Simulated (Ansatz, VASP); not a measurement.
## Rb in VASP and in Ansatz

Contents of INCAR:

```
ALGO = Normal
EDIFF = 1E-7
ENCUT = 520
GGA = PS
ISIF = 2
ISMEAR = 0
LASPH = T
LCHARG = F
LREAL = F
LWAVE = F
NBANDS = 46
NELM = 100
PREC = Accurate
SIGMA = 0.1
```

The input KPOINTS:

```
k-points
0
Gamma
  4 4 4
```

Contents of POSCAR:

```
Rb
1.0
   11.9783690000     -3.9197390000      0.0000000000
   11.9783690000      3.9197390000      0.0000000000
   -2.2298860000      0.0000000000      7.6898720000
Rb
8
Direct
    0.8276390000      0.3005690000      0.5591810000
    0.6994310000      0.1723610000      0.9408190000
    0.4631930000      0.9144290000      0.6862050000
    0.1723610000      0.6994310000      0.4408190000
    0.5368070000      0.0855710000      0.3137950000
    0.0855710000      0.5368070000      0.8137950000
    0.3005690000      0.8276390000      0.0591810000
    0.9144290000      0.4631930000      0.1862050000
```

Input for Ansatz:

```yaml
crystal:
  lattice:
    - [11.978369, -3.919739, 0.0]
    - [11.978369, 3.919739, 0.0]
    - [-2.229886, 0.0, 7.689872]
  atoms:
    - { symbol: Rb, position: [0.827639, 0.300569, 0.559181] }
    - { symbol: Rb, position: [0.699431, 0.172361, 0.940819] }
    - { symbol: Rb, position: [0.463193, 0.914429, 0.686205] }
    - { symbol: Rb, position: [0.172361, 0.699431, 0.440819] }
    - { symbol: Rb, position: [0.536807, 0.085571, 0.313795] }
    - { symbol: Rb, position: [0.085571, 0.536807, 0.813795] }
    - { symbol: Rb, position: [0.300569, 0.827639, 0.059181] }
    - { symbol: Rb, position: [0.914429, 0.463193, 0.186205] }
basis:
  ecutwfc: 420
kpoints:
  mp_grid: { grid: [4, 4, 4] }
hamiltonian:
  xc: pbesol
scf:
  occupations: { method: gaussian, width: 0.1 }
  lower_state_search: "off"
output:
  forces: true
  stress: true
  eigenvalues: true
```

Alike in both runs: task single point; functional PBEsol; k mesh 4 × 4 × 4; occupations gaussian, width 0.1 eV; no spin polarisation.

|  | VASP | Ansatz |
| --- | --- | --- |
| version | VASP 6.6.1 | Ansatz 0.2.0 |
| potentials or method | VASP PAW PBE potentials, release 64 (Rb_sv), cutoff 520 eV | scalar-relativistic, plane waves, PAW |
| valence electrons in the cell | 72 | 72 |

```tsv
	VASP	Ansatz	Ansatz less VASP
gap on the k mesh at the Fermi level (eV)	none	none	-
pressure (GPa)	-0.1	-0.1	0.00
traceless stress, the component that is largest in VASP (GPa)	-0.09	-0.09	0.000
rms of the force components (eV/Å)	0.015	0.015	-0.0001
```

VASP's potentials were made for PBE, not for PBEsol. Atom by atom the forces differ by 0.000 eV/Å (rms over components). A gap of «none» marks a metal or a gap that the smearing closes.
